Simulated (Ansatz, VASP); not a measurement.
**CdAg3: VASP beside Ansatz**

The input INCAR:

```
  PREC = Accurate
  ENCUT = 520
  EDIFF = 1E-7
  ISMEAR = -1
  SIGMA = 0.1
  LREAL = F
  LASPH = T
  NELM = 100
  ALGO = Normal
  ISIF = 2
  LWAVE = F
  LCHARG = F
  LDIPOL = T
  IDIPOL = 3
  DIPOL = 0.5 0.5 0.500
  NBANDS = 30
```

File KPOINTS:

```
Automatic mesh
0
Gamma
  12 8 1
```

Contents of POSCAR:

```
CdAg3
1.0
    2.8289222034      0.0000000000      0.0000000000
    0.0000000000      4.0007001470      0.0000000000
    0.0000000000      0.0000000000     20.2434000000
Ag Cd
3 1
Direct
    0.2500000000      0.2500000000      0.4000573963
    0.2500000000      0.2500000000      0.5383878476
    0.7500000000      0.7500000000      0.5999426035
    0.7500000000      0.7500000000      0.4616121522
```

Input for Ansatz:

```yaml
crystal:
  lattice:
    - [2.8289222034, 0.0, 0.0]
    - [0.0, 4.000700147, 0.0]
    - [0.0, 0.0, 20.2434]
  atoms:
    - { symbol: Ag, position: [0.25, 0.25, 0.4000573963] }
    - { symbol: Cd, position: [0.75, 0.75, 0.4616121522] }
    - { symbol: Ag, position: [0.25, 0.25, 0.5383878476] }
    - { symbol: Ag, position: [0.75, 0.75, 0.5999426035] }
kpoints:
  mp_grid: { grid: [12, 8, 1] }
scf:
  occupations: { method: fermi_dirac, width: 0.1 }
hamiltonian:
  xc: lda
  pseudopotentials: { kind: all_electron, lapw: { basis_error: 0.001 } }
output:
  forces: true
  stress: true
  eigenvalues: true
efield:
  axis: 3
  amplitude: 0
  dipole_correction: true
```

Alike in both runs: task single point; functional LDA; k mesh 12 × 8 × 1; occupations fermi-dirac, width 0.1 eV; no spin polarisation.

|  | VASP | Ansatz |
| --- | --- | --- |
| version | VASP 6.6.1 | Ansatz 0.2.0 |
| potentials or method | VASP PAW LDA potentials, release 64 (Ag, Cd), cutoff 520 eV | all-electron LAPW, scalar-relativistic |

```tsv
	VASP	Ansatz	Ansatz less VASP
rms of the force components (eV/Å)	0.143	0.126	-0.0174
```

LDA's correlation is that of Perdew and Zunger in VASP and of Perdew and Wang (1992) in Ansatz. Ansatz ran all-electron here, and VASP with PAW potentials.
